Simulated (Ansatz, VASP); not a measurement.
**One calculation of SbW, two programs**

```
W Sb
1.0
     2.92789    0.00000    0.00000
     0.00000    2.92789    0.00000
     0.00000    0.00000    2.92789
W Sb
1 1
Direct
  0.00000 0.00000 0.00000
  0.50000 0.50000 0.50000
```

Change from the starting cell: volume scaled by 0.68, LAPW.

Alike in both runs: task single point; functional PBE; k mesh 12 × 12 × 12; occupations fermi-dirac, width 0.08 eV; no spin polarisation.

```csv
,VASP,Ansatz
version,VASP 6.6.1,Ansatz 0.2.0
potentials or method,"VASP PAW PBE potentials, release 64 (W_sv, Sb), cutoff 520 eV","all-electron LAPW, scalar-relativistic"
```

```csv
,VASP,Ansatz,Ansatz less VASP
pressure (GPa),166.6,164.9,-1.75
```

Both programs put the cell under a high pressure, so it lies far from rest at this level. Ansatz ran all-electron here, and VASP with PAW potentials.

Spin-orbit coupling is off throughout. Noted on VASP's run: the cell as given lies far from equilibrium.
